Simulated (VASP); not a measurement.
# Y2GeH2 in VASP: further runs

The runs below take Y2GeH2 through single point, relaxation of cell and atoms, with r2SCAN.

Everything below comes from runs of VASP 6.6.1. Logs are shortened: lines on timing, memory, paths and dates and some standing lists are left out, and cuts for length are marked.

## (1) The cell of the first run

Symmetry: P-3m1, No. 164, trigonal system. Conventional cell: a = 3.979 Å, b = 3.979 Å, c = 6.467 Å, α = 90.00°, β = 90.00°, γ = 120.00°. H (site symmetry 3m) has 4 Y at 2.26 to 2.43 Å and 3 H at 2.72 Å within 3.0 Å. Y (site symmetry 3m) has 4 H at 2.26 to 2.43 Å and 3 Ge at 2.86 Å within 3.0 Å. Ge (site symmetry -3m) has 6 Y at 2.86 Å and 6 H at 3.40 Å within 3.8 Å.

## (2) Single point, r2SCAN

The input, POSCAR:

```
Y2GeH2
1.0
    1.9895886657      3.4460686551      0.0000000000
   -1.9895886657      3.4460686551      0.0000000000
    0.0000000000      0.0000000000      6.4671431047
H Y Ge
2 2 1
Direct
    0.3333333333      0.3333333333      0.6121943893
    0.6666666667      0.6666666667      0.3878056107
    0.3333333333      0.3333333333      0.2633163996
    0.6666666667      0.6666666667      0.7366836004
    0.0000000000      0.0000000000      0.0000000000
```

The input, INCAR.step1:

```
SYSTEM = Y2GeH2
PREC = Accurate
ENCUT = 520
ISMEAR = -1
SIGMA = 0.1
LREAL = .FALSE.
LASPH = .TRUE.
NELM = 100
NBANDS = 27
GGA = PE
ALGO = Normal
EDIFF = 1E-4
LWAVE = .TRUE.
LCHARG = .FALSE.
```

The input, INCAR.step2:

```
SYSTEM = Y2GeH2
PREC = Accurate
ENCUT = 520
EDIFF = 1E-6
ISMEAR = -1
SIGMA = 0.1
LREAL = .FALSE.
LASPH = .TRUE.
NELM = 100
ALGO = Normal
ISIF = 2
LWAVE = .FALSE.
LCHARG = .FALSE.
METAGGA = R2SCAN
LMIXTAU = .TRUE.
NBANDS = 27
ISTART = 1
```

The input, KPOINTS:

```
Automatic mesh
0
G
  5 5 3
  0 0 0
```

Potentials or basis: VASP PAW PBE potentials, release 64 (H, Y_sv, Ge_d).

Started as:

```sh
$ cat potpaw_PBE.64/H/POTCAR potpaw_PBE.64/Y_sv/POTCAR potpaw_PBE.64/Ge_d/POTCAR > POTCAR
$ cp INCAR.step1 INCAR
$ mpirun -np 1 vasp_std > vasp.out
$ cp INCAR.step2 INCAR
$ mpirun -np 1 vasp_std > vasp.out
```

OUTCAR:

```text
SYSTEM = Y2GeH2
   PREC = Accurate
   ENCUT = 520
   EDIFF = 1E-6
   ISMEAR = -1
   LREAL = .FALSE.
   LASPH = .TRUE.
   NELM = 100
   ISIF = 2
   METAGGA = R2SCAN
   ISTART = 1

 ion  position               nearest neighbor table
   1  0.333  0.333  0.612-   3 2.26   4 2.43   4 2.43   4 2.43
   2  0.667  0.667  0.388-   4 2.26   3 2.43   3 2.43   3 2.43
   3  0.333  0.333  0.263-   1 2.26   2 2.43   2 2.43   2 2.43   5 2.86   5 2.86   5 2.86   4 3.83
                             4 3.83   4 3.83   4 4.11   4 4.11   4 4.11
   4  0.667  0.667  0.737-   2 2.26   1 2.43   1 2.43   1 2.43   5 2.86   5 2.86   5 2.86   3 3.83
                             3 3.83   3 3.83   3 4.11   3 4.11   3 4.11
   5  0.000  0.000  0.000-   3 2.86   4 2.86   4 2.86   4 2.86   3 2.86   3 2.86

  LATTYP: Found a hexagonal cell.
 ALAT       =     3.9791773314
 C/A-ratio  =     1.6252462673

  Lattice vectors:

 A1 = (   1.9895886657,  -3.4460686551,   0.0000000000)
 A2 = (   1.9895886657,   3.4460686551,   0.0000000000)
 A3 = (   0.0000000000,   0.0000000000,   6.4671431047)

Analysis of symmetry for initial positions (statically):
=====================================================================
 Subroutine PRICEL returns:
 Original cell was already a primitive cell.

 Routine SETGRP: Setting up the symmetry group for a
 hexagonal supercell.

 Subroutine GETGRP returns: Found 12 space group operations
 (whereof 12 operations were pure point group operations)
 out of a pool of 24 trial point group operations.

The static configuration has the point symmetry D_3d.

Analysis of symmetry for dynamics (positions and initial velocities):
=====================================================================
 Subroutine PRICEL returns:
 Original cell was already a primitive cell.

 Routine SETGRP: Setting up the symmetry group for a
 hexagonal supercell.

 Subroutine GETGRP returns: Found 12 space group operations
 (whereof 12 operations were pure point group operations)
 out of a pool of 24 trial point group operations.

The dynamic configuration has the point symmetry D_3d.

 Subroutine INISYM returns: Found 12 space group operations
 (whereof 12 operations are pure point group operations),
 and found     1 'primitive' translations

----------------------------------------------------------------------------------------

                                     Primitive cell

  volume of cell :      88.6808

  direct lattice vectors                    reciprocal lattice vectors
     1.989588666  3.446068655  0.000000000     0.251308227  0.145092872  0.000000000
    -1.989588666  3.446068655  0.000000000    -0.251308227  0.145092872  0.000000000
     0.000000000  0.000000000  6.467143105     0.000000000  0.000000000  0.154627783

  length of vectors
     3.979177331  3.979177331  6.467143105     0.290185745  0.290185745  0.154627783

  position of ions in fractional coordinates (direct lattice)
     0.333333333  0.333333333  0.612194389
     0.666666667  0.666666667  0.387805611
     0.333333333  0.333333333  0.263316400
     0.666666667  0.666666667  0.736683600
     0.000000000  0.000000000  0.000000000

  ion indices of the primitive-cell ions
   primitive index   ion index
                 1           1
                 2           2
                 3           3
                 4           4
                 5           5

----------------------------------------------------------------------------------------

 KPOINTS: Automatic mesh

Automatic generation of k-mesh.
 Grid dimensions read from file:
 generate k-points for:    5    5    3

 Generating k-lattice:

  Cartesian coordinates                     Fractional coordinates (reciprocal lattice)
     0.050261645  0.029018574  0.000000000     0.200000000 -0.000000000  0.000000000
    -0.050261645  0.029018574  0.000000000    -0.000000000  0.200000000  0.000000000
     0.000000000  0.000000000  0.051542594     0.000000000  0.000000000  0.333333333

  Length of vectors
     0.058037149  0.058037149  0.051542594

  Shift w.r.t. Gamma in fractional coordinates (k-lattice)
     0.000000000  0.000000000  0.000000000

 Subroutine IBZKPT returns following result:
 ===========================================

 Found     12 irreducible k-points:

 Following reciprocal coordinates:
            Coordinates               Weight
  0.000000  0.000000  0.000000      1.000000
  0.200000 -0.000000  0.000000      6.000000
  0.400000 -0.000000  0.000000      6.000000
  0.400000  0.200000  0.000000      6.000000
 -0.400000  0.200000  0.000000      6.000000
  0.000000  0.000000  0.333333      2.000000
  0.200000 -0.000000  0.333333      6.000000
  0.200000  0.200000  0.333333      6.000000
  0.400000 -0.000000  0.333333      6.000000
  0.400000  0.400000  0.333333      6.000000
  0.400000  0.200000  0.333333     12.000000
 -0.400000  0.200000  0.333333     12.000000
   k-points           NKPTS =     12   k-points in BZ     NKDIM =     12   number of bands    NBANDS=     27
   number of dos      NEDOS =    301   number of ions     NIONS =      5
   total plane-waves  NPLWV =  43200
   dimension x,y,z NGX =    30 NGY =   30 NGZ =   48
   dimension x,y,z NGXF=    60 NGYF=   60 NGZF=   96
   ions per type =               2   2   1
   NGX,Y,Z   is equivalent  to a cutoff of  12.53, 12.53, 12.34 a.u.
   NGXF,Y,Z  is equivalent  to a cutoff of  25.07, 25.07, 24.68 a.u.
 SYSTEM =  Y2GeH2
   PREC   = accura    normal or accurate (medium, high low for compatibility)
   ISTART =      1    job   : 0-new  1-cont  2-samecut
   ICHARG =      0    charge: 1-file 2-atom 10-const
   ISPIN  =      1    spin polarized calculation?
   LNONCOLLINEAR =      F non collinear calculations
   LSORBIT =      F    spin-orbit coupling
   LASPH  =      T    aspherical Exc in radial PAW
   ENCUT  =  520.0 eV  38.22 Ry    6.18 a.u.   7.40  7.40 12.02*2*pi/ulx,y,z
   NELM   =    100;   NELMIN=  2; NELMDL=  0     # of ELM steps
   EDIFF  = 0.1E-05   stopping-criterion for ELM
   LREAL  =      F    real-space projection
   EDIFFG = 0.1E-04   stopping-criterion for IOM
   NSW    =      0    number of steps for IOM
   IBRION =     -1    ionic relax: 0-MD 1-quasi-New 2-CG
   NFREE  =      0    steps in history (QN), initial steepest desc. (CG)
   ISIF   =      2    stress and relaxation
   ISYM   =      2    0-nonsym 1-usesym 2-fastsym
   POTIM  = 0.5000    time-step for ionic-motion
   TEBEG  =    0.0;   TEEND  =   0.0 temperature during run
   PSTRESS=    0.0 pullay stress
   NELECT =      38.0000    total number of electrons
   NUPDOWN=      -1.0000    fix difference up-down
   EMIN   =  10.00;   EMAX   =-10.00  energy-range for DOS
   EFERMI =   0.00;   METHOD = LEGACY
   ISMEAR =    -1;   SIGMA  =   0.10  broadening in eV -4-tet -1-fermi 0-gaus
   EFERMI_NEDOS =   21; number of points for ismear=-14 and -15
   IALGO  =     38    algorithm
   IMIX   =      4    mixing-type and parameters
     AMIX     =   0.40;   BMIX     =  1.00
     AMIX_MAG =   1.60;   BMIX_MAG =  1.00
  volume/ion in A,a.u.               =      17.74       119.69
  Fermi-wavevector in a.u.,A,eV,Ry     =   1.234221  2.332339 20.725762  1.523301
  Thomas-Fermi vector in A             =   2.368919
   LORBIT       =      0    0 simple, 1 ext, 2 COOP (PROOUT), +10 PAW based schemes
   METAGGA = R2SCAN    functional components
   LHFCALC =     F    Hartree Fock is set to
   AEXX    =    0.0000 exact exchange contribution
   IVDW    =     0    specifies the selected vdW correction
   LEPSILON=     F    determine dielectric tensor
   LRPA    =     F    only Hartree local field effects (RPA)
 non-spin polarized calculation
  energy-cutoff  :      520.00
  volume of cell :       88.68
 maximum number of plane-waves:      2430
 NGX is ok and might be reduce to    30
   NGX = 15   NGY = 15   NGZ = 25

 number of electron      38.0000001 magnetization

 Free energy of the ion-electron system (eV)
  ---------------------------------------------------
  ext. energy  EPLUGINS =         0.00000000
  ---------------------------------------------------
  free energy    TOTEN  =       -65.21736071 eV

  energy without entropy =      -65.13919561  energy(sigma->0) =      -65.17827816

 E-fermi :   3.3499     XC(G=0): -10.4279

 val. band max:        3.2643869227   @ k =   0.0000   0.0000   0.3333
 cond. band min:       3.3542018531   @ k =   0.2000  -0.0000   0.0000
 fundamental gap:      0.0898149305
 Fermi energy:         3.3498990558

 k-point     1 :       0.0000    0.0000    0.0000
  band No.  band energies     occupation
      1     -40.5917      2.00000
      2     -40.5684      2.00000
      3     -20.4084      2.00000
      4     -20.4084      2.00000
      5     -20.3073      2.00000
      6     -20.2927      2.00000
[... 19 lines left out ...]
     26       6.6807      0.00000
     27       8.6781      0.00000

 k-point     2 :       0.2000   -0.0000    0.0000
  band No.  band energies     occupation
      1     -40.5853      2.00000
      2     -40.5660      2.00000
      3     -20.4122      2.00000
      4     -20.4058      2.00000
      5     -20.3015      2.00000
      6     -20.2960      2.00000
[... 19 lines left out ...]
     26       7.6392      0.00000
     27       9.1662      0.00000

 k-point     3 :       0.4000   -0.0000    0.0000
  band No.  band energies     occupation
      1     -40.5734      2.00000
      2     -40.5635      2.00000
      3     -20.4225      2.00000
      4     -20.4056      2.00000
      5     -20.3160      2.00000
      6     -20.2917      2.00000
[... 19 lines left out ...]
     26       8.2433      0.00000
     27       8.6003      0.00000

 k-point     4 :       0.4000    0.2000    0.0000
  band No.  band energies     occupation
      1     -40.5760      2.00000
      2     -40.5637      2.00000
      3     -20.4203      2.00000
      4     -20.4104      2.00000
      5     -20.3054      2.00000
      6     -20.2979      2.00000
[... 19 lines left out ...]
     26       8.1561      0.00000
     27       8.9355      0.00000

 k-point     5 :      -0.4000    0.2000    0.0000
  band No.  band energies     occupation
      1     -40.5685      2.00000
      2     -40.5639      2.00000
      3     -20.4258      2.00000
      4     -20.4229      2.00000
      5     -20.3106      2.00000
      6     -20.2957      2.00000
[... 19 lines left out ...]
     26       8.1504      0.00000
     27       8.6290      0.00000

 k-point     6 :       0.0000    0.0000    0.3333
  band No.  band energies     occupation
      1     -40.5873      2.00000
      2     -40.5729      2.00000
      3     -20.4061      2.00000
      4     -20.4061      2.00000
      5     -20.2995      2.00000
      6     -20.2927      2.00000
[... 19 lines left out ...]
     26       7.3063      0.00000
     27       7.8239      0.00000

 k-point     7 :       0.2000   -0.0000    0.3333
  band No.  band energies     occupation
      1     -40.5816      2.00000
      2     -40.5697      2.00000
      3     -20.4191      2.00000
      4     -20.4038      2.00000
      5     -20.2998      2.00000
      6     -20.2951      2.00000
[... 19 lines left out ...]
     26       8.0342      0.00000
     27       8.6098      0.00000

 k-point     8 :       0.2000    0.2000    0.3333
  band No.  band energies     occupation
      1     -40.5817      2.00000
      2     -40.5696      2.00000
      3     -20.4256      2.00000
      4     -20.4071      2.00000
      5     -20.2997      2.00000
      6     -20.2949      2.00000
[... 19 lines left out ...]
     26       7.6274      0.00000
     27       8.6702      0.00000

 k-point     9 :       0.4000   -0.0000    0.3333
  band No.  band energies     occupation
      1     -40.5716      2.00000
      2     -40.5653      2.00000
      3     -20.4162      2.00000
      4     -20.4080      2.00000
      5     -20.3180      2.00000
      6     -20.2918      2.00000
[... 19 lines left out ...]
     26       8.4976      0.00000
     27       9.0405      0.00000

 k-point    10 :       0.4000    0.4000    0.3333
  band No.  band energies     occupation
      1     -40.5717      2.00000
      2     -40.5652      2.00000
      3     -20.4319      2.00000
      4     -20.4102      2.00000
      5     -20.3178      2.00000
      6     -20.2916      2.00000
[... 19 lines left out ...]
     26       8.1712      0.00000
     27       9.6455      0.00000

 k-point    11 :       0.4000    0.2000    0.3333
  band No.  band energies     occupation
      1     -40.5737      2.00000
      2     -40.5659      2.00000
      3     -20.4250      2.00000
      4     -20.4107      2.00000
      5     -20.3062      2.00000
      6     -20.2979      2.00000
[... 19 lines left out ...]
     26       8.1579      0.00000
     27       9.1434      0.00000

 k-point    12 :      -0.4000    0.2000    0.3333
  band No.  band energies     occupation
      1     -40.5677      2.00000
      2     -40.5647      2.00000
      3     -20.4197      2.00000
      4     -20.4113      2.00000
      5     -20.3139      2.00000
      6     -20.2970      2.00000
[... 19 lines left out ...]
     26       8.4707      0.00000
     27       8.7953      0.00000

------------------------ aborting loop because EDIFF is reached ----------------------------------------

  FORCE on cell =-STRESS in cart. coord.  units (eV):
  Direction    XX          YY          ZZ          XY          YZ          ZX
  --------------------------------------------------------------------------------------
  -------------------------------------------------------------------------------------
  Total       -0.0559692     -0.0559692     -0.0498268      0.0000000      0.0000000      0.0000000
  in kB       -1.0111834     -1.0111834     -0.9002102      0.0000000      0.0000000      0.0000000
  external PRESSURE =      -0.9741923 kB  Pullay stress =       0.0000000 kB

 VOLUME and BASIS-vectors are now :
 -----------------------------------------------------------------------------
  energy-cutoff  :      520.00
  volume of cell :       88.68
      direct lattice vectors                 reciprocal lattice vectors
     1.989588666  3.446068655  0.000000000     0.251308227  0.145092872  0.000000000
    -1.989588666  3.446068655  0.000000000    -0.251308227  0.145092872  0.000000000
     0.000000000  0.000000000  6.467143105     0.000000000  0.000000000  0.154627783

 POSITION                                       TOTAL-FORCE (eV/Angst)
 -----------------------------------------------------------------------------------
      0.00000      2.29738      3.95915        -0.000000     -0.000000     -0.003272
      0.00000      4.59476      2.50799        -0.000000      0.000000      0.003272
      0.00000      2.29738      1.70290         0.000000     -0.000000      0.003480
      0.00000      4.59476      4.76424        -0.000000      0.000000     -0.003480
      0.00000      0.00000      0.00000        -0.000000      0.000000      0.000000
 -----------------------------------------------------------------------------------
    total drift:                                0.000000      0.000000      0.000000

  FREE ENERGIE OF THE ION-ELECTRON SYSTEM (eV)
  ---------------------------------------------------
  free  energy   TOTEN  =       -65.2173607081 eV

  energy  without entropy=      -65.1391956096  energy(sigma->0) =      -65.17827816
```

Wall time 2 min (1 thread of AMD EPYC 7R43 (Zen 3), shared host); peak memory 0.18 GiB.

What came out:

* Free energy: -65.2174 eV
* Pressure: -0.1 GPa
* Largest force: 0.003 eV/Å
* Band gap on the k mesh: zero (bands 19 and 20 overlap by 0.38 eV)

Forces on the atoms (eV/Å):
```
H    0.000  0.000 -0.003
H    0.000  0.000  0.003
Y    0.000  0.000  0.003
Y    0.000  0.000 -0.003
Ge   0.000  0.000  0.000
```

Caveat: the k points lie up to 0.36 Å⁻¹ apart; the PAW data sets were made with another functional, which shifts forces and pressure a little.

(Continued in part 2 of 2.)
